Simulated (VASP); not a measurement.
# Ni (P6_3/mmc) in VASP: settings compared

Ni is run at these levels: PBEsol-based screened hybrid with 25 % exact exchange, PBE0; tasks: single point.

Program: VASP 6.6.1. These are calculated values, not measurements. Logs are shortened: lines on timing, memory, paths and dates and some standing lists are left out, and cuts for length are marked.

### 1 The cell of the first run

The structure is hexagonal, space group P6_3/mmc (No. 194). Conventional cell: a = 2.460 Å, b = 2.460 Å, c = 3.995 Å, α = 90.00°, β = 90.00°, γ = 120.00°. Within 3.2 Å of Ni (site symmetry -6m2) lie 12 Ni at 2.45 to 2.46 Å.

This isn't the form of Ni at room conditions, which is fcc.

### 2 Single point, PBEsol-based screened hybrid with 25 % exact exchange, collinear spin, ferromagnetic start

Input file POSCAR:

```
Ni
1.0
    2.4601864191      0.0000000000      0.0000000000
   -1.2300932095      2.1305839370      0.0000000000
    0.0000000000      0.0000000000      3.9948514871
Ni
2
Direct
    0.6666666667      0.3333333333      0.7500000000
    0.3333333333      0.6666666667      0.2500000000
```

Input file INCAR.step1:

```
PREC = Accurate
ENCUT = 520
EDIFF = 1E-5
ISMEAR = -1
SIGMA = 0.05
LREAL = False
LASPH = True
NELM = 150
ALGO = Normal
ISIF = 2
LWAVE = True
LCHARG = False
ISPIN = 2
MAGMOM = 1 1
LORBIT = 11
LMAXMIX = 4
NBANDS = 21
GGA = PE
```

Input file INCAR.step2:

```
PREC = Accurate
ENCUT = 520
EDIFF = 1E-7
ISMEAR = -1
SIGMA = 0.05
LREAL = False
LASPH = True
NELM = 150
ALGO = Normal
ISIF = 2
LWAVE = False
LCHARG = False
ISPIN = 2
MAGMOM = 1 1
LORBIT = 11
LMAXMIX = 4
GGA = PS
LHFCALC = True
AEXX = 0.25
HFSCREEN = 0.207
PRECFOCK = Normal
NBANDS = 21
ISTART = 1
```

Input file KPOINTS:

```
Automatic mesh
0
Gamma
  6 6 4
```

Potentials or basis: VASP PAW PBE potentials, release 64 (Ni).

Command:

```console
$ cat potpaw_PBE.64/Ni/POTCAR > POTCAR
$ cp INCAR.step1 INCAR
$ mpirun -np 1 vasp_std > vasp.out
$ cp INCAR.step2 INCAR
$ mpirun -np 1 vasp_std > vasp.out
```

OUTCAR:

```text
PREC = Accurate
   ENCUT = 520
   EDIFF = 1E-7
   ISMEAR = -1
   LREAL = False
   LASPH = True
   NELM = 150
   ISIF = 2
   ISPIN = 2
   LORBIT = 11
   GGA = PS
   LHFCALC = True
   AEXX = 0.25
   HFSCREEN = 0.207
   PRECFOCK = Normal
   ISTART = 1

 ion  position               nearest neighbor table
   1  0.667  0.333  0.750-   2 2.45   2 2.45   2 2.45   2 2.45   2 2.45   2 2.45
   2  0.333  0.667  0.250-   1 2.45   1 2.45   1 2.45   1 2.45   1 2.45   1 2.45

  LATTYP: Found a hexagonal cell.
 ALAT       =     2.4601864191
 C/A-ratio  =     1.6238003170

  Lattice vectors:

 A1 = (   2.4601864191,   0.0000000000,   0.0000000000)
 A2 = (  -1.2300932095,   2.1305839370,   0.0000000000)
 A3 = (   0.0000000000,   0.0000000000,   3.9948514871)

Analysis of symmetry for initial positions (statically):
=====================================================================
 Subroutine PRICEL returns:
 Original cell was already a primitive cell.

 Routine SETGRP: Setting up the symmetry group for a
 hexagonal supercell.

 Subroutine GETGRP returns: Found 24 space group operations
 (whereof 12 operations were pure point group operations)
 out of a pool of 24 trial point group operations.

The static configuration has the point symmetry D_3d.
 The point group associated with its full space group is D_6h.

Analysis of symmetry for dynamics (positions and initial velocities):
=====================================================================
 Subroutine PRICEL returns:
 Original cell was already a primitive cell.

 Routine SETGRP: Setting up the symmetry group for a
 hexagonal supercell.

 Subroutine GETGRP returns: Found 24 space group operations
 (whereof 12 operations were pure point group operations)
 out of a pool of 24 trial point group operations.

The dynamic configuration has the point symmetry D_3d.
 The point group associated with its full space group is D_6h.

Analysis of structural, dynamic, and magnetic symmetry:
=====================================================================
 Subroutine PRICEL returns:
 Original cell was already a primitive cell.

 Routine SETGRP: Setting up the symmetry group for a
 hexagonal supercell.

 Subroutine GETGRP returns: Found 24 space group operations
 (whereof 12 operations were pure point group operations)
 out of a pool of 24 trial point group operations.

The overall configuration has the point symmetry D_3d.
 The point group associated with its full space group is D_6h.

 Subroutine INISYM returns: Found 24 space group operations
 (whereof 12 operations are pure point group operations),
 and found     1 'primitive' translations

----------------------------------------------------------------------------------------

                                     Primitive cell

  volume of cell :      20.9395

  direct lattice vectors                    reciprocal lattice vectors
     2.460186419  0.000000000  0.000000000     0.406473262  0.234677447  0.000000000
    -1.230093209  2.130583937  0.000000000     0.000000000  0.469354895  0.000000000
     0.000000000  0.000000000  3.994851487     0.000000000  0.000000000  0.250322197

  length of vectors
     2.460186419  2.460186419  3.994851487     0.469354895  0.469354895  0.250322197

  position of ions in fractional coordinates (direct lattice)
     0.666666667  0.333333333  0.750000000
     0.333333333  0.666666667  0.250000000

  ion indices of the primitive-cell ions
   primitive index   ion index
                 1           1
                 2           2

----------------------------------------------------------------------------------------

 KPOINTS: Automatic mesh

Automatic generation of k-mesh.
 Grid dimensions read from file:
 generate k-points for:    6    6    4

 Generating k-lattice:

  Cartesian coordinates                     Fractional coordinates (reciprocal lattice)
     0.067745544  0.039112908  0.000000000     0.166666667 -0.000000000  0.000000000
     0.000000000  0.078225816  0.000000000     0.000000000  0.166666667  0.000000000
     0.000000000  0.000000000  0.062580549     0.000000000  0.000000000  0.250000000

  Length of vectors
     0.078225816  0.078225816  0.062580549

  Shift w.r.t. Gamma in fractional coordinates (k-lattice)
     0.000000000  0.000000000  0.000000000

 Subroutine IBZKPT returns following result:
 ===========================================

 Found     21 irreducible k-points:

 Following reciprocal coordinates:
            Coordinates               Weight
  0.000000  0.000000  0.000000      1.000000
  0.166667  0.000000  0.000000      6.000000
  0.333333  0.000000  0.000000      6.000000
  0.500000  0.000000  0.000000      3.000000
  0.166667  0.166667  0.000000      6.000000
  0.333333  0.166667  0.000000     12.000000
[... 13 lines left out ...]
  0.333333  0.166667  0.500000     12.000000
  0.333333  0.333333  0.500000      2.000000
   k-points           NKPTS =     21   k-points in BZ     NKDIM =    144   number of bands    NBANDS=     21
   number of dos      NEDOS =    301   number of ions     NIONS =      2
   total plane-waves  NPLWV =   9720
   dimension x,y,z NGX =    18 NGY =   18 NGZ =   30
   dimension x,y,z NGXF=    36 NGYF=   36 NGZF=   60
   ions per type =               2
   NGX,Y,Z   is equivalent  to a cutoff of  12.16, 12.16, 12.48 a.u.
   NGXF,Y,Z  is equivalent  to a cutoff of  24.33, 24.33, 24.97 a.u.
 SYSTEM =  unknown system
   PREC   = accura    normal or accurate (medium, high low for compatibility)
   ISTART =      1    job   : 0-new  1-cont  2-samecut
   ICHARG =      0    charge: 1-file 2-atom 10-const
   ISPIN  =      2    spin polarized calculation?
   LNONCOLLINEAR =      F non collinear calculations
   LSORBIT =      F    spin-orbit coupling
   LASPH  =      T    aspherical Exc in radial PAW
   ENCUT  =  520.0 eV  38.22 Ry    6.18 a.u.   4.57  4.57  7.43*2*pi/ulx,y,z
   NELM   =    150;   NELMIN=  2; NELMDL=  0     # of ELM steps
   EDIFF  = 0.1E-06   stopping-criterion for ELM
   LREAL  =      F    real-space projection
   EDIFFG = 0.1E-05   stopping-criterion for IOM
   NSW    =      0    number of steps for IOM
   IBRION =     -1    ionic relax: 0-MD 1-quasi-New 2-CG
   NFREE  =      0    steps in history (QN), initial steepest desc. (CG)
   ISIF   =      2    stress and relaxation
   ISYM   =      3    0-nonsym 1-usesym 2-fastsym
   POTIM  = 0.5000    time-step for ionic-motion
   TEBEG  =    0.0;   TEEND  =   0.0 temperature during run
   PSTRESS=    0.0 pullay stress
   NELECT =      20.0000    total number of electrons
   NUPDOWN=      -1.0000    fix difference up-down
   EMIN   =  10.00;   EMAX   =-10.00  energy-range for DOS
   EFERMI =   0.00;   METHOD = LEGACY
   ISMEAR =    -1;   SIGMA  =   0.05  broadening in eV -4-tet -1-fermi 0-gaus
   EFERMI_NEDOS =   21; number of points for ismear=-14 and -15
   IALGO  =     38    algorithm
   IMIX   =      1    mixing-type and parameters
     AMIX     =   0.40;   BMIX     =  1.00
     AMIX_MAG =   1.60;   BMIX_MAG =  1.00
  volume/ion in A,a.u.               =      10.47        70.65
  Fermi-wavevector in a.u.,A,eV,Ry     =   1.612238  3.046687 35.365763  2.599310
  Thomas-Fermi vector in A             =   2.707500
   LORBIT       =     11    0 simple, 1 ext, 2 COOP (PROOUT), +10 PAW based schemes
   GGA     = PS    functional components
   LHFCALC =     T    Hartree Fock is set to
   PRECFOCK=normal    Normal, Fast or Accurate (Low or Medium for compatibility)
   ENCUT4O =  -1.0   cutoff for four orbital integrals eV
   NKREDX  =     1    reduce k-point grid by
   NKREDY  =     1    reduce k-point grid by
   NKREDZ  =     1    reduce k-point grid by
   AEXX    =    0.2500 exact exchange contribution
   HFSCREEN=    0.2070 screening length (either q_TF or 0.3 A-1)
   HFSCREENC=   0.2070 screening length for correlation (either q_TF or 0.3 A-1)
   ENCUTFOCK=  -1.0 apply spherical cutoff to Coloumb kernel
   IVDW    =     0    specifies the selected vdW correction
   LEPSILON=     F    determine dielectric tensor
   LRPA    =     F    only Hartree local field effects (RPA)
 spin polarized calculation
  energy-cutoff  :      520.00
  volume of cell :       20.94
 maximum number of plane-waves:       580
  NGX = 14; NGY = 14; NGZ = 24

 number of electron      19.9999986 magnetization       1.5193539

 Free energy of the ion-electron system (eV)
  ---------------------------------------------------
  ext. energy  EPLUGINS =         0.00000000
  ---------------------------------------------------
  free energy    TOTEN  =       -13.42758194 eV

  energy without entropy =      -13.41853688  energy(sigma->0) =      -13.42305941

 E-fermi :   9.4433     XC(G=0): -11.0434

 val. band max:        9.4102777402   @ k =   0.5000   0.0000   0.5000
 cond. band min:       9.4922022917   @ k =   0.3333   0.1667   0.5000
 fundamental gap:      0.0819245516
 Fermi energy:         9.4432578872

 spin component 1

 k-point     1 :       0.0000    0.0000    0.0000
  band No.  band energies     occupation
      1      -0.7382      1.00000
      2       2.9717      1.00000
      3       5.3632      1.00000
      4       5.6760      1.00000
      5       5.6760      1.00000
      6       5.7347      1.00000
[... 477 lines left out ...]
      4       4.2734      1.00000
      5       5.4784      1.00000
      6       5.4784      1.00000
[... 13 lines left out ...]
     20      35.0123      0.00000
     21      39.1843      0.00000
 Fermi energy:         9.4432578872

 spin component 2

 k-point     1 :       0.0000    0.0000    0.0000
  band No.  band energies     occupation
      1      -0.9498      1.00000
      2       3.4604      1.00000
      3       6.2643      1.00000
      4       6.6477      1.00000
      5       6.6477      1.00000
      6       7.0047      1.00000
[... 478 lines left out ...]
      5       6.1499      1.00000
      6       6.1499      1.00000
[... 13 lines left out ...]
     20      35.1195      0.00000
     21      39.2438      0.00000

------------------------ aborting loop because EDIFF is reached ----------------------------------------

  FORCE on cell =-STRESS in cart. coord.  units (eV):
  Direction    XX          YY          ZZ          XY          YZ          ZX
  --------------------------------------------------------------------------------------
  -------------------------------------------------------------------------------------
  Total        0.0703589      0.0703589      0.0696686      0.0000000      0.0000000      0.0000000
  in kB        5.3834735      5.3834735      5.3306534      0.0000000      0.0000000      0.0000000
  external PRESSURE =       5.3658668 kB  Pullay stress =       0.0000000 kB

 VOLUME and BASIS-vectors are now :
 -----------------------------------------------------------------------------
  energy-cutoff  :      520.00
  volume of cell :       20.94
      direct lattice vectors                 reciprocal lattice vectors
     2.460186419  0.000000000  0.000000000     0.406473262  0.234677447  0.000000000
    -1.230093209  2.130583937  0.000000000     0.000000000  0.469354895  0.000000000
     0.000000000  0.000000000  3.994851487     0.000000000  0.000000000  0.250322197

 POSITION                                       TOTAL-FORCE (eV/Angst)
 -----------------------------------------------------------------------------------
      1.23009      0.71019      2.99614        -0.000000      0.000000     -0.000000
     -0.00000      1.42039      0.99871         0.000000     -0.000000      0.000000
 -----------------------------------------------------------------------------------
    total drift:                               -0.000000     -0.000000     -0.000000

  FREE ENERGIE OF THE ION-ELECTRON SYSTEM (eV)
  ---------------------------------------------------
  free  energy   TOTEN  =       -13.4275819393 eV

  energy  without entropy=      -13.4185368802  energy(sigma->0) =      -13.42305941

 total charge

# of ion       s       p       d       tot
------------------------------------------
    1        0.507   0.509   8.419   9.435
    2        0.507   0.509   8.419   9.435
--------------------------------------------------
tot          1.015   1.018  16.837  18.869

 magnetization (x)

# of ion       s       p       d       tot
------------------------------------------
    1       -0.008  -0.048   0.832   0.776
    2       -0.008  -0.048   0.832   0.776
--------------------------------------------------
tot         -0.016  -0.097   1.664   1.552
```

Wall time 1.6 h (1 thread of Intel Xeon Platinum 8488C (Sapphire Rapids), shared host); peak memory 0.25 GiB.

Results:

```yaml
Free_energy: -13.4276 eV
Pressure: 0.5 GPa
Net_moment: 1.52 μB per cell
Site_moments: Ni +0.78 μB
Valence_electrons_inside_the_program's_atomic_spheres: Ni 9.44
```

Caveat: the k points lie up to 0.49 Å⁻¹ apart; the PAW data sets were made with another functional, which shifts forces and pressure a little.

### 3 Single point, PBE0, collinear spin, ferromagnetic start

This run uses another cell than the first one, of 10.99 Å³/atom.

Input file POSCAR:

```
Ni
1.0
    2.4802374197      0.0000000000      0.0000000000
   -1.2401187098      2.1479486129      0.0000000000
    0.0000000000      0.0000000000      4.1264032895
Ni
2
Direct
    0.6666666667      0.3333333333      0.7500000000
    0.3333333333      0.6666666667      0.2500000000
```

Input file INCAR.step1:

```
  PREC = Accurate
  ENCUT = 520
  EDIFF = 1E-5
  ISMEAR = -1
  SIGMA = 0.05
  LREAL = False
  LASPH = True
  NELM = 150
  ALGO = Normal
  ISIF = 2
  LWAVE = True
  LCHARG = False
  ISPIN = 2
  MAGMOM = 1 1
  LORBIT = 11
  LMAXMIX = 4
  GGA = PE
  NBANDS = 21
  KPAR = 4
```

Input file INCAR.step2:

```
  PREC = Accurate
  ENCUT = 520
  EDIFF = 1E-6
  ISMEAR = -1
  SIGMA = 0.05
  LREAL = False
  LASPH = True
  NELM = 150
  ALGO = Normal
  ISIF = 2
  LWAVE = False
  LCHARG = False
  ISPIN = 2
  MAGMOM = 1 1
  LORBIT = 11
  LMAXMIX = 4
  GGA = PE
  LHFCALC = True
  AEXX = 0.25
  PRECFOCK = Normal
  ISTART = 1
  NBANDS = 21
  KPAR = 4
```

KPOINTS is that of step 2.

Potentials or basis: VASP PAW PBE potentials, release 64 (Ni).

Command:

```console
$ cat potpaw_PBE.64/Ni/POTCAR > POTCAR
$ cp INCAR.step1 INCAR
$ mpirun -np 4 vasp_std > vasp.out
$ cp INCAR.step2 INCAR
$ mpirun -np 4 vasp_std > vasp.out
```

Wall time 64 min (4 MPI ranks of Oxide Virtual Turin-like, shared host); peak memory 0.13 GiB.

The run converged. Its results:

```yaml
Free_energy: -13.5154 eV
Pressure: -7.4 GPa
Net_moment: 1.43 μB per cell
Site_moments: Ni +0.76 μB
Valence_electrons_inside_the_program's_atomic_spheres: Ni 9.34
```

Stress tensor (GPa, compression positive):
```
 -5.70   0.00   0.00
  0.00  -5.70   0.00
  0.00   0.00 -10.82
```

Levels at points of the mesh, in eV from the Fermi level:
Spin up:
```
           k point  band 8  band 9  band 10  band 11  band 12  band 13  band 14  band 15
(0.00, 0.00, 0.00)   -3.73   -3.73    -2.70    -2.70    -0.45     6.61    24.69    26.95
(0.50, 0.00, 0.00)   -2.61   -2.13    -2.06     1.66     4.02    10.74    11.52    13.80
(0.00, 0.00, 0.50)   -4.19   -3.01    -3.01    -3.01    -3.01    15.73    15.73    25.43
(0.50, 0.00, 0.50)   -2.66   -2.08    -2.08     2.36     2.36     8.17     8.17    20.36
```
Spin down:
| k point | band 8 | band 9 | band 10 | band 11 | band 12 | band 13 |
| --- | --- | --- | --- | --- | --- | --- |
| (0.00, 0.00, 0.00) | -1.41 | -1.41 | -1.00 | 1.13 | 1.13 | 7.37 |
| (0.50, 0.00, 0.00) | 0.44 | 0.62 | 1.15 | 2.36 | 4.57 | 10.95 |
| (0.00, 0.00, 0.50) | -2.75 | -0.29 | -0.29 | -0.29 | -0.29 | 15.86 |
| (0.50, 0.00, 0.50) | -0.77 | 0.58 | 0.58 | 2.39 | 2.39 | 8.81 |

Caveat: the k points lie up to 0.49 Å⁻¹ apart; the PAW data sets were made with another functional, which shifts forces and pressure a little.
